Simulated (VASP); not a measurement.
RbCl: single point with r2SCAN

The system is RbCl.

```
Rb Cl
1.0
     3.30642    3.30642    0.00000
    -3.30642    3.30642    0.00000
     0.00000    3.30642    3.30642
Rb Cl
1 1
Direct
  0.00000 0.00000 0.00000
  0.50000 0.50000 0.00000
```

| Property | Result |
| --- | --- |
| Program | VASP 6.6.1 |
| Task | single point |
| Functional | r2SCAN |
| Potentials or basis | VASP PAW PBE potentials, release 64 (Rb_sv, Cl) |
| Cutoff | 550 eV |
| k mesh | 10 × 10 × 10 |
| Occupations | fermi-dirac, width 0.05 eV |
| Spin | no spin polarisation |

The pressure is 0.0 GPa and the band gap on the k mesh is 5.55 eV.

Levels at points of the mesh, in eV from the valence-band top:
| k point | band 6 | band 7 | band 8 | band 9 | band 10 | band 11 |
| --- | --- | --- | --- | --- | --- | --- |
| (0.00, 0.00, 0.00) | 0.00 | 0.00 | 0.00 | 5.55 | 8.61 | 8.61 |
| (0.50, 0.00, 0.00) | -0.83 | -0.32 | -0.32 | 8.17 | 8.48 | 10.85 |
| (0.50, 0.50, 0.00) | -0.33 | -0.10 | -0.10 | 6.67 | 8.84 | 10.14 |

It took 87 s on 1 thread of Intel(R) Xeon(R) 6975P-C (Granite Rapids), on a shared host, peak memory 0.24 GiB.

Caveat: the PAW data sets were made with another functional, which shifts forces and pressure a little. A k mesh can miss the band edges.
